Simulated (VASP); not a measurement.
# CdS (Hawleyite) (F-43m) in VASP: notebook

Aim: see how the results for CdS (Hawleyite) move with the level of theory and the settings. Levels: PBE-based screened hybrid, r2SCAN0, B3LYP. Tasks: single point.

Program: VASP 6.6.1. These are calculated values, not measurements. Logs are shortened: lines on timing, memory, paths and dates and some standing lists are left out, and cuts for length are marked.

### 1 The cell of the first run

The structure is cubic, space group F-43m (No. 216). Conventional cell: a = 5.833 Å, b = 5.833 Å, c = 5.833 Å, α = 90.00°, β = 90.00°, γ = 90.00°. Cd (site symmetry -43m) has 4 S at 2.53 Å within 3.3 Å. S (site symmetry -43m) has 4 Cd at 2.53 Å within 3.3 Å.

### 2 Single point, PBE-based screened hybrid

Input file POSCAR:

```
CdS
1.0
    0.0000000000      2.9165000000      2.9165000000
    2.9165000000      0.0000000000      2.9165000000
    2.9165000000      2.9165000000      0.0000000000
Cd S
1 1
Direct
    0.0000000000      0.0000000000      0.0000000000
    0.7500000000      0.7500000000      0.7500000000
```

Input file INCAR.step1:

```
SYSTEM = CdS
ALGO     = Normal         ! electronic algorithm
EDIFF    = 1E-5           ! SCF threshold, eV
ENCUT    = 520            ! plane-wave cutoff, eV
GGA      = PE             ! functional
ISIF     = 2              ! what is computed and relaxed
ISMEAR   = -1             ! smearing method
LASPH    = .True.         ! aspherical terms in the spheres
LCHARG   = .False.        ! write CHGCAR
LREAL    = .False.        ! projectors in reciprocal space
LWAVE    = .True.         ! write WAVECAR
NBANDS   = 16             ! bands
NELM     = 100            ! most SCF steps
PREC     = Accurate       ! precision mode
SIGMA    = 0.05           ! smearing width, eV
```

Input file INCAR.step2:

```
SYSTEM = CdS
AEXX     = 0.25           ! exact-exchange fraction
ALGO     = Normal         ! electronic algorithm
EDIFF    = 1E-7           ! SCF threshold, eV
ENCUT    = 520            ! plane-wave cutoff, eV
GGA      = PE             ! functional
HFSCREEN = 0.3            ! screening, 1/A
ISIF     = 2              ! what is computed and relaxed
ISMEAR   = -1             ! smearing method
ISTART   = 1            
LASPH    = .True.         ! aspherical terms in the spheres
LCHARG   = .False.        ! write CHGCAR
LHFCALC  = .True.         ! exact exchange
LREAL    = .False.        ! projectors in reciprocal space
LWAVE    = .False.        ! write WAVECAR
NBANDS   = 16             ! bands
NELM     = 100            ! most SCF steps
PREC     = Accurate       ! precision mode
PRECFOCK = Normal       
SIGMA    = 0.05           ! smearing width, eV
```

Input file KPOINTS:

```
k-points
0
Gamma
  4 4 4
  0 0 0
```

Potentials or basis: VASP PAW PBE potentials, release 64 (Cd, S).

Command:

```
cat potpaw_PBE.64/Cd/POTCAR potpaw_PBE.64/S/POTCAR > POTCAR
cp INCAR.step1 INCAR
mpirun -np 1 vasp_std > vasp.out
cp INCAR.step2 INCAR
mpirun -np 1 vasp_std > vasp.out
```

OUTCAR:

```text
SYSTEM = CdS
   AEXX = 0.25
   EDIFF = 1E-7
   ENCUT = 520
   GGA = PE
   HFSCREEN = 0.3
   ISIF = 2
   ISMEAR = -1
   ISTART = 1
   LASPH = .True.
   LHFCALC = .True.
   LREAL = .False.
   NELM = 100
   PREC = Accurate
   PRECFOCK = Normal

 ion  position               nearest neighbor table
   1  0.000  0.000  0.000-   2 2.53   2 2.53   2 2.53   2 2.53
   2  0.750  0.750  0.750-   1 2.53   1 2.53   1 2.53   1 2.53

  LATTYP: Found a face centered cubic cell.
 ALAT       =     5.8330000000

  Lattice vectors:

 A1 = (   0.0000000000,   2.9165000000,   2.9165000000)
 A2 = (   2.9165000000,   0.0000000000,   2.9165000000)
 A3 = (   2.9165000000,   2.9165000000,   0.0000000000)

Analysis of symmetry for initial positions (statically):
=====================================================================
 Subroutine PRICEL returns:
 Original cell was already a primitive cell.

 Routine SETGRP: Setting up the symmetry group for a
 face centered cubic supercell.

 Subroutine GETGRP returns: Found 24 space group operations
 (whereof 24 operations were pure point group operations)
 out of a pool of 48 trial point group operations.

The static configuration has the point symmetry T_d .

Analysis of symmetry for dynamics (positions and initial velocities):
=====================================================================
 Subroutine PRICEL returns:
 Original cell was already a primitive cell.

 Routine SETGRP: Setting up the symmetry group for a
 face centered cubic supercell.

 Subroutine GETGRP returns: Found 24 space group operations
 (whereof 24 operations were pure point group operations)
 out of a pool of 48 trial point group operations.

The dynamic configuration has the point symmetry T_d .

 Subroutine INISYM returns: Found 24 space group operations
 (whereof 24 operations are pure point group operations),
 and found     1 'primitive' translations

----------------------------------------------------------------------------------------

                                     Primitive cell

  volume of cell :      49.6153

  direct lattice vectors                    reciprocal lattice vectors
     0.000000000  2.916500000  2.916500000    -0.171438368  0.171438368  0.171438368
     2.916500000  0.000000000  2.916500000     0.171438368 -0.171438368  0.171438368
     2.916500000  2.916500000  0.000000000     0.171438368  0.171438368 -0.171438368

  length of vectors
     4.124553855  4.124553855  4.124553855     0.296939964  0.296939964  0.296939964

  position of ions in fractional coordinates (direct lattice)
     0.000000000  0.000000000  0.000000000
     0.750000000  0.750000000  0.750000000

  ion indices of the primitive-cell ions
   primitive index   ion index
                 1           1
                 2           2

----------------------------------------------------------------------------------------

 KPOINTS: k-points

Automatic generation of k-mesh.
 Grid dimensions read from file:
 generate k-points for:    4    4    4

 Generating k-lattice:

  Cartesian coordinates                     Fractional coordinates (reciprocal lattice)
    -0.042859592  0.042859592  0.042859592     0.250000000  0.000000000  0.000000000
     0.042859592 -0.042859592  0.042859592     0.000000000  0.250000000  0.000000000
     0.042859592  0.042859592 -0.042859592     0.000000000  0.000000000  0.250000000

  Length of vectors
     0.074234991  0.074234991  0.074234991

  Shift w.r.t. Gamma in fractional coordinates (k-lattice)
     0.000000000  0.000000000  0.000000000

 Subroutine IBZKPT returns following result:
 ===========================================

 Found      8 irreducible k-points:

 Following reciprocal coordinates:
            Coordinates               Weight
  0.000000  0.000000  0.000000      1.000000
  0.250000  0.000000  0.000000      8.000000
  0.500000  0.000000  0.000000      4.000000
  0.250000  0.250000  0.000000      6.000000
  0.500000  0.250000  0.000000     24.000000
 -0.250000  0.250000  0.000000     12.000000
  0.500000  0.500000  0.000000      3.000000
 -0.250000  0.500000  0.250000      6.000000
   k-points           NKPTS =      8   k-points in BZ     NKDIM =     64   number of bands    NBANDS=     16
   number of dos      NEDOS =    301   number of ions     NIONS =      2
   total plane-waves  NPLWV =  32768
   dimension x,y,z NGX =    32 NGY =   32 NGZ =   32
   dimension x,y,z NGXF=    64 NGYF=   64 NGZF=   64
   ions per type =               1   1
   NGX,Y,Z   is equivalent  to a cutoff of  12.90, 12.90, 12.90 a.u.
   NGXF,Y,Z  is equivalent  to a cutoff of  25.80, 25.80, 25.80 a.u.
 SYSTEM =  CdS
   PREC   = accura    normal or accurate (medium, high low for compatibility)
   ISTART =      1    job   : 0-new  1-cont  2-samecut
   ICHARG =      0    charge: 1-file 2-atom 10-const
   ISPIN  =      1    spin polarized calculation?
   LNONCOLLINEAR =      F non collinear calculations
   LSORBIT =      F    spin-orbit coupling
   LASPH  =      T    aspherical Exc in radial PAW
   ENCUT  =  520.0 eV  38.22 Ry    6.18 a.u.   7.67  7.67  7.67*2*pi/ulx,y,z
   NELM   =    100;   NELMIN=  2; NELMDL=  0     # of ELM steps
   EDIFF  = 0.1E-06   stopping-criterion for ELM
   LREAL  =      F    real-space projection
   EDIFFG = 0.1E-05   stopping-criterion for IOM
   NSW    =      0    number of steps for IOM
   IBRION =     -1    ionic relax: 0-MD 1-quasi-New 2-CG
   NFREE  =      0    steps in history (QN), initial steepest desc. (CG)
   ISIF   =      2    stress and relaxation
   ISYM   =      3    0-nonsym 1-usesym 2-fastsym
   POTIM  = 0.5000    time-step for ionic-motion
   TEBEG  =    0.0;   TEEND  =   0.0 temperature during run
   PSTRESS=    0.0 pullay stress
   NELECT =      18.0000    total number of electrons
   NUPDOWN=      -1.0000    fix difference up-down
   EMIN   =  10.00;   EMAX   =-10.00  energy-range for DOS
   EFERMI =   0.00;   METHOD = LEGACY
   ISMEAR =    -1;   SIGMA  =   0.05  broadening in eV -4-tet -1-fermi 0-gaus
   EFERMI_NEDOS =   21; number of points for ismear=-14 and -15
   IALGO  =     38    algorithm
   IMIX   =      1    mixing-type and parameters
     AMIX     =   0.40;   BMIX     =  1.00
     AMIX_MAG =   1.60;   BMIX_MAG =  1.00
  volume/ion in A,a.u.               =      24.81       167.41
  Fermi-wavevector in a.u.,A,eV,Ry     =   1.167599  2.206442 18.548649  1.363287
  Thomas-Fermi vector in A             =   2.304097
   LORBIT       =      0    0 simple, 1 ext, 2 COOP (PROOUT), +10 PAW based schemes
   GGA     = PE    functional components
   LHFCALC =     T    Hartree Fock is set to
   PRECFOCK=normal    Normal, Fast or Accurate (Low or Medium for compatibility)
   ENCUT4O =  -1.0   cutoff for four orbital integrals eV
   NKREDX  =     1    reduce k-point grid by
   NKREDY  =     1    reduce k-point grid by
   NKREDZ  =     1    reduce k-point grid by
   AEXX    =    0.2500 exact exchange contribution
   HFSCREEN=    0.3000 screening length (either q_TF or 0.3 A-1)
   HFSCREENC=   0.3000 screening length for correlation (either q_TF or 0.3 A-1)
   ENCUTFOCK=  -1.0 apply spherical cutoff to Coloumb kernel
   IVDW    =     0    specifies the selected vdW correction
   LEPSILON=     F    determine dielectric tensor
   LRPA    =     F    only Hartree local field effects (RPA)
 non-spin polarized calculation
  energy-cutoff  :      520.00
  volume of cell :       49.62
 maximum number of plane-waves:      1363
 NGX is ok and might be reduce to    32
  NGX = 24; NGY = 24; NGZ = 24

 number of electron      18.0000004 magnetization

 Free energy of the ion-electron system (eV)
  ---------------------------------------------------
  ext. energy  EPLUGINS =         0.00000000
  ---------------------------------------------------
  free energy    TOTEN  =        -7.36267880 eV

  energy without entropy =       -7.36267880  energy(sigma->0) =       -7.36267880

 E-fermi :   1.7968     XC(G=0):  -7.7271

 val. band max:        0.7905246434   @ k =   0.0000   0.0000   0.0000
 cond. band min:       2.7717005212   @ k =   0.0000   0.0000   0.0000
 fundamental gap:      1.9811758777
 Fermi energy:         1.7968276441

 k-point     1 :       0.0000    0.0000    0.0000
  band No.  band energies     occupation
      1     -12.6819      2.00000
      2      -8.0082      2.00000
      3      -8.0081      2.00000
      4      -8.0081      2.00000
      5      -7.5274      2.00000
      6      -7.5274      2.00000
[... 8 lines left out ...]
     15      13.3327      0.00000
     16      13.3327      0.00000

 k-point     2 :       0.2500    0.0000    0.0000
  band No.  band energies     occupation
      1     -12.4560      2.00000
      2      -7.9369      2.00000
      3      -7.9369      2.00000
      4      -7.7297      2.00000
      5      -7.5235      2.00000
      6      -7.5235      2.00000
[... 8 lines left out ...]
     15      12.4180      0.00000
     16      13.0475      0.00000

 k-point     3 :       0.5000    0.0000    0.0000
  band No.  band energies     occupation
      1     -12.2340      2.00000
      2      -7.8867      2.00000
      3      -7.8867      2.00000
      4      -7.4926      2.00000
      5      -7.4926      2.00000
      6      -7.1091      2.00000
[... 8 lines left out ...]
     15      14.5117      0.00000
     16      14.5117      0.00000

 k-point     4 :       0.2500    0.2500    0.0000
  band No.  band energies     occupation
      1     -12.3831      2.00000
      2      -7.8500      2.00000
      3      -7.8500      2.00000
      4      -7.7990      2.00000
      5      -7.5337      2.00000
      6      -7.4858      2.00000
[... 8 lines left out ...]
     15      13.7467      0.00000
     16      16.5973      0.00000

 k-point     5 :       0.5000    0.2500    0.0000
  band No.  band energies     occupation
      1     -12.1671      2.00000
      2      -7.8278      2.00000
      3      -7.7726      2.00000
      4      -7.6122      2.00000
      5      -7.4777      2.00000
      6      -7.0629      2.00000
[... 8 lines left out ...]
     15      14.6475      0.00000
     16      15.6423      0.00000

 k-point     6 :      -0.2500    0.2500    0.0000
  band No.  band energies     occupation
      1     -12.2374      2.00000
      2      -7.8535      2.00000
      3      -7.8440      2.00000
      4      -7.5452      2.00000
      5      -7.5386      2.00000
      6      -7.2292      2.00000
[... 8 lines left out ...]
     15      14.2804      0.00000
     16      15.3943      0.00000

 k-point     7 :       0.5000    0.5000    0.0000
  band No.  band energies     occupation
      1     -12.0976      2.00000
      2      -7.7679      2.00000
      3      -7.6653      2.00000
      4      -7.6653      2.00000
      5      -7.4440      2.00000
      6      -7.0215      2.00000
[... 8 lines left out ...]
     15      14.3102      0.00000
     16      15.4718      0.00000

 k-point     8 :      -0.2500    0.5000    0.2500
  band No.  band energies     occupation
      1     -12.0998      2.00000
      2      -7.7648      2.00000
      3      -7.7616      2.00000
      4      -7.5712      2.00000
      5      -7.5172      2.00000
      6      -6.8427      2.00000
[... 8 lines left out ...]
     15      15.0936      0.00000
     16      15.3651      0.00000

------------------------ aborting loop because EDIFF is reached ----------------------------------------

  FORCE on cell =-STRESS in cart. coord.  units (eV):
  Direction    XX          YY          ZZ          XY          YZ          ZX
  --------------------------------------------------------------------------------------
  -------------------------------------------------------------------------------------
  Total        0.7219015      0.7219015      0.7219015      0.0000000      0.0000000     -0.0000000
  in kB       23.3116256     23.3116256     23.3116256      0.0000000      0.0000000     -0.0000000
  external PRESSURE =      23.3116256 kB  Pullay stress =       0.0000000 kB

 VOLUME and BASIS-vectors are now :
 -----------------------------------------------------------------------------
  energy-cutoff  :      520.00
  volume of cell :       49.62
      direct lattice vectors                 reciprocal lattice vectors
     0.000000000  2.916500000  2.916500000    -0.171438368  0.171438368  0.171438368
     2.916500000  0.000000000  2.916500000     0.171438368 -0.171438368  0.171438368
     2.916500000  2.916500000  0.000000000     0.171438368  0.171438368 -0.171438368

 POSITION                                       TOTAL-FORCE (eV/Angst)
 -----------------------------------------------------------------------------------
      0.00000      0.00000      0.00000        -0.000000      0.000000     -0.000000
      4.37475      4.37475      4.37475         0.000000     -0.000000      0.000000
 -----------------------------------------------------------------------------------
    total drift:                               -0.000035     -0.000050     -0.000026

  FREE ENERGIE OF THE ION-ELECTRON SYSTEM (eV)
  ---------------------------------------------------
  free  energy   TOTEN  =        -7.3626788009 eV

  energy  without entropy=       -7.3626788006  energy(sigma->0) =       -7.36267880
```

It took 11 min on 1 thread of AMD EPYC 7R13 (Zen 3), shared host; peak memory 0.25 GiB.

Results:

| Quantity | Value |
| --- | --- |
| Free energy | -7.3627 eV |
| Pressure | 2.3 GPa |
| Band gap on the k mesh | 1.98 eV, direct |

Levels at points of the mesh, in eV from the valence-band top:
```tsv
k point	band 5	band 6	band 7	band 8	band 9	band 10	band 11	band 12	band 13	band 14
(0.00, 0.00, 0.00)	-8.32	-8.32	0.00	0.00	0.00	1.98	7.48	7.48	7.48	12.53
(0.50, 0.00, 0.00)	-8.28	-7.90	-4.63	-0.79	-0.79	3.90	7.92	7.92	8.44	12.09
(0.50, 0.50, 0.00)	-8.23	-7.81	-4.17	-1.99	-1.99	4.24	5.24	10.31	12.02	12.02
```

Caveat: the k points lie up to 0.47 Å⁻¹ apart; the PAW data sets were made with another functional, which shifts forces and pressure a little.

### 3 Single point, r2SCAN0

This run uses another cell than the first one, of 25.80 Å³/atom, 1.040 times its volume.

Input file POSCAR:

```
CdS
1.0
    0.0000000000      2.9548794012      2.9548794012
    2.9548794012      0.0000000000      2.9548794012
    2.9548794012      2.9548794012      0.0000000000
Cd S
1 1
Direct
    0.0000000000      0.0000000000      0.0000000000
    0.7500000000      0.7500000000      0.7500000000
```

Input file INCAR.step1:

```
SYSTEM = CdS
PREC = Accurate
ENCUT = 520
EDIFF = 1E-5
ISMEAR = -1
SIGMA = 0.05
LREAL = .FALSE.
LASPH = .TRUE.
NELM = 100
ALGO = Normal
ISIF = 2
LWAVE = .TRUE.
NBANDS = 16
GGA = PE
```

Input file INCAR.step2:

```
SYSTEM = CdS
PREC = Accurate
ENCUT = 520
EDIFF = 1E-7
ISMEAR = -1
SIGMA = 0.05
LREAL = .FALSE.
LASPH = .TRUE.
NELM = 100
ALGO = Normal
ISIF = 2
LWAVE = .FALSE.
LCHARG = .TRUE.
METAGGA = R2SCAN
LHFCALC = .TRUE.
AEXX = 0.25
LMIXTAU = .TRUE.
PRECFOCK = Normal
LELF = .TRUE.
LVHAR = .TRUE.
NBANDS = 16
ISTART = 1
```

Input file KPOINTS:

```
regular mesh
0
G
  4 4 4
  0 0 0
```

Potentials or basis: VASP PAW PBE potentials, release 64 (Cd, S).

Command:

```
cat potpaw_PBE.64/Cd/POTCAR potpaw_PBE.64/S/POTCAR > POTCAR
cp INCAR.step1 INCAR
mpirun -np 1 vasp_std > vasp.out
cp INCAR.step2 INCAR
mpirun -np 1 vasp_std > vasp.out
```

It took 11 min on 1 thread of AMD EPYC 7R13 (Zen 3), shared host; peak memory 0.17 GiB.

The run converged. Its results:

| Quantity | Value |
| --- | --- |
| Free energy | -25.9174 eV |
| Pressure | -1.3 GPa |
| Band gap on the k mesh | 3.04 eV, direct |

Levels at points of the mesh, in eV from the valence-band top:
```tsv
k point	band 6	band 7	band 8	band 9	band 10	band 11	band 12	band 13
(0.00, 0.00, 0.00)	-8.51	0.00	0.00	0.00	3.04	8.79	8.79	8.79
(0.50, 0.00, 0.00)	-8.12	-4.53	-0.76	-0.76	5.05	9.18	9.18	9.51
(0.50, 0.50, 0.00)	-8.04	-4.09	-1.91	-1.91	5.37	6.41	11.44	13.26
```

Caveat: the k points lie up to 0.46 Å⁻¹ apart; the PAW data sets were made with another functional, which shifts forces and pressure a little.

(Part 1 of 2 ends here.)
